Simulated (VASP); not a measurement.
Cu:

```
CELL_PARAMETERS angstrom
-1.44279 1.44279 1.37608
1.44279 -1.44279 1.37608
1.44279 1.44279 -1.37608
ATOMIC_POSITIONS crystal
Cu 0.00000 0.00000 0.00000
```

Program: VASP 6.6.1. Alike in all runs: task single point; potentials or basis VASP PAW PBE potentials, release 64 (Cu); cell as given; cutoff (eV) 520. Hardware: 1 thread of Intel(R) Xeon(R) 6975P-C (Granite Rapids), with other jobs on the host.

**Question.** Order these runs on this cell by their wall time, lowest first.
A. level PBE; spin off; k mesh 13 × 13 × 13; smearing gaussian 0.027 eV
B. level PBE0; spin off; k mesh 6 × 6 × 6; smearing fermi-dirac 0.05 eV; grid for exact exchange (PRECFOCK) Normal
C. level r2SCAN+D4; spin off; k mesh 13 × 13 × 13; smearing tetrahedron
D. level r2SCAN+D3(BJ); spin collinear, ferromagnetic start; k mesh 13 × 13 × 13; smearing tetrahedron

**Answer.** A (9.4 s), C (41 s), D (100 s), B (300 s).

Caveats: some runs use coarse meshes.
